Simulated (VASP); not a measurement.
Write the native input for VASP 6.6.1 that does the following.

- Task: single point
- Functional: PBEsol
- Potentials or basis: VASP PAW PBE potentials, release 64 (Sn_d)
- Cutoff: 500 eV
- k mesh: 5 × 5 × 5
- Occupations: fermi-dirac, width 0.1 eV
- Spin: non-collinear spin, zero start, spin-orbit coupling
- Starting moments: [[0.0, 0.0, 0.0]] μB
- Dipole correction: no
- Further INCAR settings: ALGO = Normal; EDIFF = 1e-06; NBANDS = 25

The structure of Sn lies in POSCAR:

```
Sn
1.0
   -1.8946520000      1.8946520000      1.8946520000
    1.8946520000     -1.8946520000      1.8946520000
    1.8946520000      1.8946520000     -1.8946520000
Sn
1
Direct
    0.0000000000      0.0000000000      0.0000000000
```

These files were run (other wordings do the same):

INCAR

```
ALGO     = Normal         # electronic algorithm
EDIFF    = 1E-6           # SCF threshold, eV
ENCUT    = 500            # plane-wave cutoff, eV
GGA      = PS             # functional
GGA_COMPAT= False        
ISIF     = 2              # what is computed and relaxed
ISMEAR   = -1             # smearing method
LASPH    = True           # aspherical terms in the spheres
LCHARG   = False          # write CHGCAR
LNONCOLLINEAR= True           # non-collinear magnetism
LORBIT   = 11             # projections on sites
LORBMOM  = True         
LREAL    = False          # projectors in reciprocal space
LSORBIT  = True           # spin-orbit coupling
LWAVE    = False          # write WAVECAR
MAGMOM   = 0 0 0          # initial moments
NBANDS   = 25             # bands
NELM     = 200            # most SCF steps
PREC     = Accurate       # precision mode
SIGMA    = 0.1            # smearing width, eV
```

KPOINTS

```
k-points
0
Gamma
  5 5 5
```

Potentials or basis: VASP PAW PBE potentials, release 64 (Sn_d).

Command:

```sh
$ cat potpaw_PBE.64/Sn_d/POTCAR > POTCAR
$ mpirun -np 1 vasp_ncl > vasp.out
```

Results of the run:

The pressure is 0.6 GPa and the net moment is 0.00 μB per cell. The valence electrons inside the program's atomic spheres are Sn 12.16.

Caveat: the k points lie up to 0.47 Å⁻¹ apart; the PAW data sets were made with another functional, which shifts forces and pressure a little.

It took 12 s on 1 thread of Intel(R) Xeon(R) Platinum 8488C (Sapphire Rapids), with other jobs on the host, peak memory 0.19 GiB.
